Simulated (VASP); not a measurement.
# WS2 in VASP: notebook

WS2 is run at these levels: PBEsol; tasks: single point.

Program: VASP 6.6.1. These are calculated values, not measurements. Logs are shortened: lines on timing, memory, paths and dates and some standing lists are left out, and cuts for length are marked.

**1. The cell of the first run**

The cell holds a slab with vacuum, 6 atoms: a = 3.101 Å, b = 3.101 Å, c = 26.208 Å, α = 90.00°, β = 90.00°, γ = 120.00°.

**2. Single point, PBEsol (volume 36.368 Å^3 an atom, c/a of the conventional cell 8.4523)**

INCAR reads:

```
SYSTEM = WS2
PREC = Accurate
ENCUT = 520
EDIFF = 1E-7
ISMEAR = 0
SIGMA = 0.05
LREAL = .FALSE.
LASPH = .TRUE.
NELM = 80
ALGO = Normal
ISIF = 2
LWAVE = .FALSE.
LCHARG = .FALSE.
GGA = PS
NBANDS = 35
```

KPOINTS reads:

```
regular mesh
0
G
  12 12 2
  0 0 0
```

POSCAR reads:

```
WS2
1.0
    3.1006664108      0.0000000000      0.0000000000
   -1.5503332054      2.6852558805      0.0000000000
    0.0000000000      0.0000000000     26.2077627044
W S
2 4
Direct
    0.3333333333      0.6666666667      0.6345659624
    0.6666666667      0.3333333333      0.3654340376
    0.3333333333      0.6666666667      0.2989660749
    0.6666666667      0.3333333333      0.5680485953
    0.3333333333      0.6666666667      0.4319514047
    0.6666666667      0.3333333333      0.7010339251
```

Potentials or basis: VASP PAW PBE potentials, release 64 (W_sv, S).

On the command line:

```console
$ cat potpaw_PBE.64/W_sv/POTCAR potpaw_PBE.64/S/POTCAR > POTCAR
$ mpirun -np 1 vasp_std > vasp.out
```

OUTCAR:

```text
SYSTEM = WS2
   PREC = Accurate
   ENCUT = 520
   EDIFF = 1E-7
   ISMEAR = 0
   LREAL = .FALSE.
   LASPH = .TRUE.
   NELM = 80
   ISIF = 2
   GGA = PS

 ion  position               nearest neighbor table
   1  0.333  0.667  0.635-   6 2.50   6 2.50   6 2.50   4 2.50   4 2.50   4 2.50
   2  0.667  0.333  0.365-   3 2.50   3 2.50   3 2.50   5 2.50   5 2.50   5 2.50
   3  0.333  0.667  0.299-   2 2.50   2 2.50   2 2.50
   4  0.667  0.333  0.568-   1 2.50   1 2.50   1 2.50
   5  0.333  0.667  0.432-   2 2.50   2 2.50   2 2.50
   6  0.667  0.333  0.701-   1 2.50   1 2.50   1 2.50

  LATTYP: Found a hexagonal cell.
 ALAT       =     3.1006664108
 C/A-ratio  =     8.4523000001

  Lattice vectors:

 A1 = (   3.1006664108,   0.0000000000,   0.0000000000)
 A2 = (  -1.5503332054,   2.6852558805,   0.0000000000)
 A3 = (   0.0000000000,   0.0000000000,  26.2077627044)

Analysis of symmetry for initial positions (statically):
=====================================================================
 Subroutine PRICEL returns:
 Original cell was already a primitive cell.

 Routine SETGRP: Setting up the symmetry group for a
 hexagonal supercell.

 Subroutine GETGRP returns: Found 12 space group operations
 (whereof 12 operations were pure point group operations)
 out of a pool of 24 trial point group operations.

The static configuration has the point symmetry D_3d.

Analysis of symmetry for dynamics (positions and initial velocities):
=====================================================================
 Subroutine PRICEL returns:
 Original cell was already a primitive cell.

 Routine SETGRP: Setting up the symmetry group for a
 hexagonal supercell.

 Subroutine GETGRP returns: Found 12 space group operations
 (whereof 12 operations were pure point group operations)
 out of a pool of 24 trial point group operations.

The dynamic configuration has the point symmetry D_3d.

 Subroutine INISYM returns: Found 12 space group operations
 (whereof 12 operations are pure point group operations),
 and found     1 'primitive' translations

----------------------------------------------------------------------------------------

                                     Primitive cell

  volume of cell :     218.2080

  direct lattice vectors                    reciprocal lattice vectors
     3.100666411  0.000000000  0.000000000     0.322511315  0.186201994  0.000000000
    -1.550333205  2.685255881  0.000000000     0.000000000  0.372403988  0.000000000
     0.000000000  0.000000000 26.207762704     0.000000000  0.000000000  0.038156634

  length of vectors
     3.100666411  3.100666411 26.207762704     0.372403988  0.372403988  0.038156634

  position of ions in fractional coordinates (direct lattice)
     0.333333333  0.666666667  0.634565962
     0.666666667  0.333333333  0.365434038
     0.333333333  0.666666667  0.298966075
     0.666666667  0.333333333  0.568048595
     0.333333333  0.666666667  0.431951405
     0.666666667  0.333333333  0.701033925

  ion indices of the primitive-cell ions
   primitive index   ion index
                 1           1
                 2           2
                 3           3
                 4           4
                 5           5
                 6           6

----------------------------------------------------------------------------------------

 KPOINTS: regular mesh

Automatic generation of k-mesh.
 Grid dimensions read from file:
 generate k-points for:   12   12    2

 Generating k-lattice:

  Cartesian coordinates                     Fractional coordinates (reciprocal lattice)
     0.026875943  0.015516833  0.000000000     0.083333333  0.000000000  0.000000000
     0.000000000  0.031033666  0.000000000     0.000000000  0.083333333  0.000000000
     0.000000000  0.000000000  0.019078317     0.000000000  0.000000000  0.500000000

  Length of vectors
     0.031033666  0.031033666  0.019078317

  Shift w.r.t. Gamma in fractional coordinates (k-lattice)
     0.000000000  0.000000000  0.000000000

 Subroutine IBZKPT returns following result:
 ===========================================

 Found     38 irreducible k-points:

 Following reciprocal coordinates:
            Coordinates               Weight
  0.000000  0.000000  0.000000      1.000000
  0.083333  0.000000  0.000000      6.000000
  0.166667  0.000000  0.000000      6.000000
  0.250000  0.000000  0.000000      6.000000
  0.333333  0.000000  0.000000      6.000000
  0.416667  0.000000  0.000000      6.000000
[... 16 lines left out ...]
  0.250000  0.000000  0.500000      6.000000
  0.333333  0.000000  0.500000      6.000000
 [... further k-points ...]
   k-points           NKPTS =     38   k-points in BZ     NKDIM =     38   number of bands    NBANDS=     35
   number of dos      NEDOS =    301   number of ions     NIONS =      6
   total plane-waves  NPLWV = 112896
   dimension x,y,z NGX =    24 NGY =   24 NGZ =  196
   dimension x,y,z NGXF=    48 NGYF=   48 NGZF=  392
[... 29 lines left out ...]
   EFERMI_NEDOS =   21; number of points for ismear=-14 and -15
   IALGO  =     38    algorithm
   IMIX   =      4    mixing-type and parameters
     AMIX     =   0.40;   BMIX     =  1.00
     AMIX_MAG =   1.60;   BMIX_MAG =  1.00
  volume/ion in A,a.u.               =      36.37       245.42
  Fermi-wavevector in a.u.,A,eV,Ry     =   1.014968  1.918012 14.016181  1.030160
  Thomas-Fermi vector in A             =   2.148227
   LORBIT       =      0    0 simple, 1 ext, 2 COOP (PROOUT), +10 PAW based schemes
   GGA     = PS    functional components
   LHFCALC =     F    Hartree Fock is set to
   AEXX    =    0.0000 exact exchange contribution
   IVDW    =     0    specifies the selected vdW correction
   LEPSILON=     F    determine dielectric tensor
   LRPA    =     F    only Hartree local field effects (RPA)
 non-spin polarized calculation
 Gauss-broadening in eV      SIGMA  =   0.05
  energy-cutoff  :      520.00
  volume of cell :      218.21
 maximum number of plane-waves:      5904
 NGX is ok and might be reduce to    24
   NGX = 11   NGY = 11   NGZ = 97

 number of electron      51.9999999 magnetization

 Free energy of the ion-electron system (eV)
  ---------------------------------------------------
  ext. energy  EPLUGINS =         0.00000000
  ---------------------------------------------------
  free energy    TOTEN  =       -49.58065606 eV

  energy without entropy =      -49.58065606  energy(sigma->0) =      -49.58065606

 E-fermi :   0.8653     XC(G=0):  -5.9465

 val. band max:        0.5127753292   @ k =   0.3333   0.3333   0.0000
 cond. band min:       1.6838164186   @ k =   0.1667   0.1667   0.0000
 fundamental gap:      1.1710410894
 Fermi energy:         0.8652535978

 k-point     1 :       0.0000    0.0000    0.0000
  band No.  band energies     occupation
      1     -73.5860      2.00000
      2     -73.5860      2.00000
      3     -37.8259      2.00000
      4     -37.8259      2.00000
      5     -37.5483      2.00000
      6     -37.5483      2.00000
[... 27 lines left out ...]
     34       3.4964      0.00000
     35       5.4543      0.00000

 k-point     2 :       0.0833    0.0000    0.0000
  band No.  band energies     occupation
      1     -73.5845      2.00000
      2     -73.5845      2.00000
      3     -37.8212      2.00000
      4     -37.8212      2.00000
      5     -37.5762      2.00000
      6     -37.5762      2.00000
[... 27 lines left out ...]
     34       3.6742      0.00000
     35       5.6766      0.00000

 k-point     3 :       0.1667    0.0000    0.0000
  band No.  band energies     occupation
      1     -73.5802      2.00000
      2     -73.5802      2.00000
      3     -37.8083      2.00000
      4     -37.8083      2.00000
      5     -37.6515      2.00000
      6     -37.6515      2.00000
[... 27 lines left out ...]
     34       4.0442      0.00000
     35       6.1272      0.00000
[... 723 lines left out ...]
 k-point    23 :       0.2500    0.0000    0.5000
  band No.  band energies     occupation
      1     -73.5745      2.00000
      2     -73.5744      2.00000
      3     -37.7907      2.00000
      4     -37.7907      2.00000
      5     -37.7530      2.00000
      6     -37.7530      2.00000
[... 27 lines left out ...]
     34       4.3706      0.00000
     35       6.6746      0.00000

 k-point    24 :       0.3333    0.0000    0.5000
  band No.  band energies     occupation
      1     -73.5687      2.00000
      2     -73.5687      2.00000
      3     -37.8529      2.00000
      4     -37.8529      2.00000
      5     -37.7730      2.00000
      6     -37.7730      2.00000
[... 27 lines left out ...]
     34       4.5628      0.00000
     35       6.5321      0.00000

 [... further k-points ...]

------------------------ aborting loop because EDIFF is reached ----------------------------------------

  FORCE on cell =-STRESS in cart. coord.  units (eV):
  Direction    XX          YY          ZZ          XY          YZ          ZX
  --------------------------------------------------------------------------------------
  -------------------------------------------------------------------------------------
  Total       -2.9091368     -2.9091368    -18.5187878      0.0000000      0.0000000     -0.0000000
  in kB      -21.3601381    -21.3601381   -135.9729340      0.0000000      0.0000000     -0.0000000
  external PRESSURE =     -59.5644034 kB  Pullay stress =       0.0000000 kB

 VOLUME and BASIS-vectors are now :
 -----------------------------------------------------------------------------
  energy-cutoff  :      520.00
  volume of cell :      218.21
      direct lattice vectors                 reciprocal lattice vectors
     3.100666411  0.000000000  0.000000000     0.322511315  0.186201994  0.000000000
    -1.550333205  2.685255881  0.000000000     0.000000000  0.372403988  0.000000000
     0.000000000  0.000000000 26.207762704     0.000000000  0.000000000  0.038156634

 POSITION                                       TOTAL-FORCE (eV/Angst)
 -----------------------------------------------------------------------------------
     -0.00000      1.79017     16.63055         0.000000     -0.000000     -0.005875
      1.55033      0.89509      9.57721        -0.000000      0.000000      0.005875
     -0.00000      1.79017      7.83523         0.000000     -0.000000      2.630895
      1.55033      0.89509     14.88728        -0.000000     -0.000000      2.606681
     -0.00000      1.79017     11.32048         0.000000      0.000000     -2.606681
      1.55033      0.89509     18.37253        -0.000000      0.000000     -2.630895
 -----------------------------------------------------------------------------------
    total drift:                               -0.000000     -0.000000      0.000000

  FREE ENERGIE OF THE ION-ELECTRON SYSTEM (eV)
  ---------------------------------------------------
  free  energy   TOTEN  =       -49.5806560643 eV

  energy  without entropy=      -49.5806560643  energy(sigma->0) =      -49.58065606
```

It took 6.5 min on 1 thread of Intel Xeon Platinum 8259CL at 2.50GHz (Skylake/Cascade Lake), shared host; peak memory 0.46 GiB.

What came out:

```
Free energy            : -49.5807 eV
Largest force          : 2.631 eV/Å
Band gap on the k mesh : 1.17 eV, indirect (least direct gap 1.93 eV)
```

Forces on the atoms (eV/Å):
```
W    0.000  0.000 -0.006
W    0.000  0.000  0.006
S    0.000  0.000  2.631
S    0.000  0.000  2.607
S    0.000  0.000 -2.607
S    0.000  0.000 -2.631
```

Caveat: the PAW data sets were made with another functional, which shifts forces and pressure a little; spin-orbit coupling is left out, which moves the levels of the heavy elements.

**3. Single point, PBEsol (volume 36.368 Å^3 an atom, c/a of the conventional cell 7.1970)**

INCAR reads:

```
PREC = Accurate ; ENCUT = 520
EDIFF = 1E-7 ; ISMEAR = 0
SIGMA = 0.05 ; LREAL = F
LASPH = T ; NELM = 80
ALGO = Normal ; ISIF = 2
LWAVE = F ; LCHARG = F
GGA = PS ; NBANDS = 35
```

KPOINTS reads:

```
regular mesh
0
Gamma
  12 12 2
```

POSCAR, as its differences from that of step 2:

```diff
@@ -2,5 +2,5 @@
 1.0
-    3.1006664108      0.0000000000      0.0000000000
-   -1.5503332054      2.6852558805      0.0000000000
-    0.0000000000      0.0000000000     26.2077627044
+    3.2713688308      0.0000000000      0.0000000000
+   -1.6356844154      2.8330885126      0.0000000000
+    0.0000000000      0.0000000000     23.5440414753
 W S
```

Potentials or basis: VASP PAW PBE potentials, release 64 (W_sv, S).

On the command line:

```console
$ cat potpaw_PBE.64/W_sv/POTCAR potpaw_PBE.64/S/POTCAR > POTCAR
$ mpirun -np 1 vasp_std > vasp.out
```

Run time: 5.5 min. Hardware: 1 thread of Intel Xeon Platinum 8259CL at 2.50GHz (Skylake/Cascade Lake), shared host; peak memory 0.46 GiB.

It converged, with:

* Free energy: -50.1742 eV
* Largest force: 0.764 eV/Å
* Band gap on the k mesh: 1.03 eV, indirect (least direct gap 1.50 eV)

Forces in eV/Å, atoms in the order of the input:
```
W    0.000  0.000  0.002
W    0.000  0.000 -0.002
S    0.000  0.000  0.764
S    0.000  0.000  0.758
S    0.000  0.000 -0.758
S    0.000  0.000 -0.764
```

Levels at points of the mesh, in eV from the valence-band top:
```csv
k point,band 23,band 24,band 25,band 26,band 27,band 28,band 29,band 30
"(0.00, 0.00, 0.00)",-2.18,-1.88,-0.48,0.00,2.18,2.18,2.19,2.19
"(0.50, 0.00, 0.00)",-1.92,-1.85,-1.38,-1.30,2.00,2.02,2.43,2.49
"(0.00, 0.00, 0.50)",-2.18,-1.88,-0.48,0.00,2.18,2.18,2.19,2.19
"(0.50, 0.00, 0.50)",-1.92,-1.85,-1.38,-1.30,2.00,2.02,2.43,2.49
```

Caveat: the PAW data sets were made with another functional, which shifts forces and pressure a little; spin-orbit coupling is left out, which moves the levels of the heavy elements.

**4. Single point, PBEsol (volume 36.368 Å^3 an atom, c/a of the conventional cell 7.7995)**

INCAR reads:

```
SYSTEM = WS2
PREC     = Accurate       ! precision mode
ENCUT    = 520            ! plane-wave cutoff, eV
EDIFF    = 1E-6           ! SCF threshold, eV
ISMEAR   = 0              ! smearing method
SIGMA    = 0.05           ! smearing width, eV
LREAL    = .False.        ! projectors in reciprocal space
LASPH    = .True.         ! aspherical terms in the spheres
NELM     = 60             ! most SCF steps
ALGO     = Normal         ! electronic algorithm
ISIF     = 2              ! what is computed and relaxed
LWAVE    = .False.        ! write WAVECAR
LCHARG   = .True.         ! write CHGCAR
GGA      = PS             ! functional
LELF     = .True.         ! ELF
LVHAR    = .True.       
NBANDS   = 35             ! bands
```

KPOINTS reads:

```
regular mesh
0
Gamma
  12 12 2
  0 0 0
```

POSCAR, as its differences from that of step 3:

```diff
@@ -2,5 +2,5 @@
 1.0
-    3.2713688308      0.0000000000      0.0000000000
-   -1.6356844154      2.8330885126      0.0000000000
-    0.0000000000      0.0000000000     23.5440414753
+    3.1848654646      0.0000000000      0.0000000000
+   -1.5924327323      2.7581744000      0.0000000000
+    0.0000000000      0.0000000000     24.8403581914
 W S
```

On the command line:

```console
$ cat potpaw_PBE.64/W_sv/POTCAR potpaw_PBE.64/S/POTCAR > POTCAR
$ mpirun -np 1 vasp_std > vasp.out
```

It took 5.6 min on 1 thread of Intel Xeon Platinum 8259CL at 2.50GHz (Skylake/Cascade Lake), shared host; peak memory 0.45 GiB.

It converged, with:

| Property | Result |
| --- | --- |
| Free energy | -50.1411 eV |
| Largest force | 1.732 eV/Å |
| Band gap on the k mesh | 1.50 eV, indirect (least direct gap 1.96 eV) |

Forces in eV/Å, atoms in the order of the input:
```
W    0.000  0.000 -0.003
W    0.000  0.000  0.003
S    0.000  0.000  1.732
S    0.000  0.000  1.710
S    0.000  0.000 -1.710
S    0.000  0.000 -1.732
```

Levels at points of the mesh, in eV from the valence-band top:
| k point | band 22 | band 23 | band 24 | band 25 | band 26 | band 27 | band 28 | band 29 | band 30 | band 31 |
| --- | --- | --- | --- | --- | --- | --- | --- | --- | --- | --- |
| (0.00, 0.00, 0.00) | -1.33 | -1.32 | -1.32 | -0.58 | -0.12 | 2.70 | 2.70 | 2.75 | 2.75 | 2.77 |
| (0.50, 0.00, 0.00) | -2.36 | -1.11 | -1.06 | -1.04 | -1.01 | 2.83 | 2.84 | 3.02 | 3.16 | 3.56 |
| (0.00, 0.00, 0.50) | -1.33 | -1.32 | -1.32 | -0.58 | -0.12 | 2.70 | 2.70 | 2.75 | 2.75 | 2.77 |
| (0.50, 0.00, 0.50) | -2.36 | -1.11 | -1.06 | -1.04 | -1.01 | 2.83 | 2.84 | 3.02 | 3.16 | 3.56 |

Caveat: the PAW data sets were made with another functional, which shifts forces and pressure a little; spin-orbit coupling is left out, which moves the levels of the heavy elements.

**5. Single point, PBEsol (volume 36.368 Å^3 an atom, c/a of the conventional cell 8.1194)**

INCAR reads:

```
PREC = Accurate
ENCUT = 520
EDIFF = 1E-6
ISMEAR = 0
SIGMA = 0.05
LREAL = False
LASPH = True
NELM = 60
ALGO = Normal
ISIF = 2
LWAVE = False
LCHARG = False
GGA = PS
NBANDS = 35
```

KPOINTS reads:

```
Automatic mesh
0
Gamma
  12 12 2
```

POSCAR, as its differences from that of step 4:

```diff
@@ -2,5 +2,5 @@
 1.0
-    3.1848654646      0.0000000000      0.0000000000
-   -1.5924327323      2.7581744000      0.0000000000
-    0.0000000000      0.0000000000     24.8403581914
+    3.1424764610      0.0000000000      0.0000000000
+   -1.5712382305      2.7214644460      0.0000000000
+    0.0000000000      0.0000000000     25.5150233773
 W S
```

On the command line:

```console
$ cat potpaw_PBE.64/W_sv/POTCAR potpaw_PBE.64/S/POTCAR > POTCAR
$ mpirun -np 1 vasp_std > vasp.out
```

Run time: 3 min. Hardware: 1 thread of Intel Xeon 6975P-C (Granite Rapids), shared host; peak memory 0.44 GiB.

Results (log left out):

- Free energy: -49.9291 eV
- Largest force: 2.191 eV/Å
- Band gap on the k mesh: 1.33 eV, indirect (least direct gap 2.18 eV)

Forces in eV/Å, atoms in the order of the input:
```
W    0.000  0.000 -0.005
W    0.000  0.000  0.005
S    0.000  0.000  2.191
S    0.000  0.000  2.167
S    0.000  0.000 -2.167
S    0.000  0.000 -2.191
```

Levels at points of the mesh, in eV from the valence-band top:
```csv
k point,band 24,band 25,band 26,band 27,band 28,band 29
"(0.00, 0.00, 0.00)",-1.06,-0.85,-0.41,2.70,2.70,2.73
"(0.50, 0.00, 0.00)",-1.08,-0.91,-0.87,2.98,3.05,3.06
"(0.00, 0.00, 0.50)",-1.06,-0.85,-0.41,2.70,2.70,2.73
"(0.50, 0.00, 0.50)",-1.08,-0.91,-0.87,2.98,3.05,3.06
```

Caveat: the PAW data sets were made with another functional, which shifts forces and pressure a little; spin-orbit coupling is left out, which moves the levels of the heavy elements.

**6. The runs side by side**

| cell | gap on the mesh (eV) | largest force (eV/Å) |
| --- | --- | --- |
| a = 3.101, b = 3.101, c = 26.208 Å, angles 90.0, 90.0, 120.0°, 6 atoms | 1.17 | 2.63 |
| a = 3.271, b = 3.271, c = 23.544 Å, angles 90.0, 90.0, 120.0°, 6 atoms | 1.03 | 0.76 |
| a = 3.185, b = 3.185, c = 24.840 Å, angles 90.0, 90.0, 120.0°, 6 atoms | 1.50 | 1.73 |
| a = 3.142, b = 3.142, c = 25.515 Å, angles 90.0, 90.0, 120.0°, 6 atoms | 1.33 | 2.19 |

Alike in all rows: task single point; level PBEsol; potentials or basis VASP PAW PBE potentials, release 64 (W_sv, S); no spin polarisation; k mesh 12 × 12 × 2; cutoff (eV) 520; smearing gaussian 0.05 eV.

Caveats: the PAW data sets were made with another functional, which shifts forces and pressure a little; spin-orbit coupling is left out, which moves the levels of the heavy elements.

Absolute energies hang on the potentials; compare differences alone.
